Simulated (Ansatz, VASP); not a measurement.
# Two plane-wave programs on SnO2

```
Sn O
1.0
     4.53628    0.00000    0.00000
     0.00000    4.81873    0.00000
     0.00000    0.00000    3.25516
Sn O
2 4
Direct
  0.50000 0.50000 0.50000
  0.00000 0.00000 0.00000
  0.29988 0.31319 0.00000
  0.79988 0.18681 0.50000
  0.20012 0.81319 0.50000
  0.70012 0.68681 0.00000
```

Change from the starting cell: volume 11.859 Å^3 an atom, stretch along a over the lengths across it, relative to the relaxed cell 0.9415.

Alike in both runs: functional LDA; k mesh 6 × 6 × 10; occupations gaussian, width 0.05 eV; no spin polarisation.

Ansatz relaxed the structure, and its values are those at the end. VASP's run is a single point on that final structure, the one shown.

|  | VASP | Ansatz |
| --- | --- | --- |
| version | VASP 6.6.1 | Ansatz 0.2.0 |
| potentials or method | VASP PAW LDA potentials, release 64 (Sn_d, O), cutoff 520 eV | scalar-relativistic, plane waves, PAW |
| valence electrons in the cell | 52 | 52 |

```tsv
	VASP	Ansatz	Ansatz less VASP
gap on the k mesh at the Fermi level (eV)	1.14	1.11	-0.033
least direct gap on the mesh (eV)	1.14	1.11	-0.033
pressure (GPa)	-0.2	-1.3	-1.03
rms of the force components (eV/Å)	0.005	0.001	-0.0043
```

LDA's correlation is that of Perdew and Zunger in VASP and of Perdew and Wang (1992) in Ansatz. Ansatz's warnings: stress scf threshold loose.
